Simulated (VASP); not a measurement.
Set up this calculation in VASP 6.6.1, as the native input.

```yaml
Task: single point
Functional: PBEsol
Potentials_or_basis: VASP PAW PBE potentials, release 64 (Be, B)
Cutoff: 520 eV
k_mesh: 6 × 6 × 1
Occupations: fermi-dirac, width 0.1 eV
Spin: no spin polarisation
Dipole_correction: yes
Further_INCAR_settings: ALGO = Normal; EDIFF = 1e-06; NBANDS = 28
```

The structure of BeB2 lies in POSCAR:

```
BeB2
1.0
    4.1063539576      0.0000000000      0.0000000000
    1.0450981785      2.7369428000      0.0000000000
    0.0000000000      0.0000000000     13.2948944516
Be B
4 8
Direct
    0.0000000000      0.0000000000      0.2256505316
    0.4374253999      0.2812872997      0.3687893848
    0.8748507999      0.5625745994      0.5119282380
    0.3122761998      0.8438618991      0.6550670912
    0.8645211652      0.5677394221      0.3449329088
    0.5729042348      0.7135478776      0.2495070076
    0.3019465651      0.8490267218      0.4880717620
    0.0103296347      0.9948351772      0.3926458608
    0.7393719650      0.1303140215      0.6312106152
    0.4477550346      0.2761224769      0.5357847140
    0.1767973650      0.4116013212      0.7743494684
    0.8851804346      0.5574097766      0.6789235672
```

The input as run:

INCAR

```
PREC = Accurate
ENCUT = 520
EDIFF = 1E-6
ISMEAR = -1
SIGMA = 0.1
LREAL = F
LASPH = T
NELM = 60
ALGO = Normal
ISIF = 2
LWAVE = F
LCHARG = F
LDIPOL = T
IDIPOL = 3
DIPOL = 0.5 0.5 0.488
GGA = PS
NBANDS = 28
```

KPOINTS

```
Automatic mesh
0
Gamma
  6 6 1
```

Potentials or basis: VASP PAW PBE potentials, release 64 (Be, B).

Run with:

```sh
$ cat potpaw_PBE.64/Be/POTCAR potpaw_PBE.64/B/POTCAR > POTCAR
$ mpirun -np 1 vasp_std > vasp.out
```

Results of the run:

```
Largest force          : 1.505 eV/Å
Band gap on the k mesh : zero (bands 16 and 17 overlap by 0.80 eV)
```

Caveat: the k points lie up to 0.38 Å⁻¹ apart, too coarse for converged energies and pressures of a metal; the PAW data sets were made with another functional, which shifts forces and pressure a little.

Wall time 59 s on 1 thread of Intel(R) Xeon(R) Platinum 8259CL CPU @ 2.50GHz (Skylake/Cascade Lake), with other jobs on the host, peak memory 0.27 GiB.
